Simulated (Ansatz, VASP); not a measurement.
**Two plane-wave programs on KBr**

POSCAR

```
KBr
1.0
    0.0000000000      3.2688675618      3.2688675618
    3.2688675618      0.0000000000      3.2688675618
    3.2688675618      3.2688675618      0.0000000000
K Br
1 1
Direct
    0.0000000000      0.0000000000      0.0000000000
    0.5000000000      0.5000000000      0.5000000000
```

Contents of INCAR.step1:

```
SYSTEM = KBr
  PREC = Accurate
  ENCUT = 520
  ISMEAR = 0
  SIGMA = 0.02
  LREAL = .False.
  LASPH = .True.
  NELM = 60
  NBANDS = 15
  GGA = PE
  ALGO = Normal
  EDIFF = 1E-4
  LWAVE = .True.
  LCHARG = .False.
```

File INCAR.step2:

```
SYSTEM = KBr
  PREC = Accurate
  ENCUT = 520
  EDIFF = 1E-6
  ISMEAR = 0
  SIGMA = 0.02
  LREAL = .False.
  LASPH = .True.
  NELM = 60
  ALGO = Normal
  ISIF = 2
  LWAVE = .False.
  LCHARG = .False.
  METAGGA = R2SCAN
  LMIXTAU = .True.
  NBANDS = 15
  ISTART = 1
```

Contents of KPOINTS:

```
regular mesh
0
Gamma
  6 6 6
  0 0 0
```

Input for Ansatz:

```yaml
crystal:
  lattice:
    - [0.0, 3.2688675618, 3.2688675618]
    - [3.2688675618, 0.0, 3.2688675618]
    - [3.2688675618, 3.2688675618, 0.0]
  atoms:
    - { symbol: K, position: [0.0, 0.0, 0.0] }
    - { symbol: Br, position: [0.5, 0.5, 0.5] }
basis:
  ecutwfc: 500
kpoints:
  mp_grid: { grid: [6, 6, 6] }
hamiltonian:
  xc: r2scan
scf:
  occupations: { method: gaussian, width: 0.02 }
output:
  forces: true
  stress: true
  eigenvalues: true
  write_density: true
  write_potential: true
  elf: true
  volumetric_format: npy
```

Alike in both runs: task single point; functional r2SCAN; k mesh 6 × 6 × 6; occupations gaussian, width 0.02 eV; no spin polarisation.

|  | VASP | Ansatz |
| --- | --- | --- |
| version | VASP 6.6.1 | Ansatz 0.2.0 |
| potentials or method | VASP PAW PBE potentials, release 64 (K_sv, Br), cutoff 520 eV | scalar-relativistic, plane waves, PAW |
| valence electrons in the cell | 16 | 16 |

|  | VASP | Ansatz | Ansatz less VASP |
| --- | --- | --- | --- |
| gap on the k mesh at the Fermi level (eV) | 5.16 | 5.16 | -0.003 |
| least direct gap on the mesh (eV) | 5.16 | 5.16 | -0.003 |
| pressure (GPa) | 0.6 | 0.6 | 0.00 |

VASP's potentials were made for PBE, not for r2SCAN.
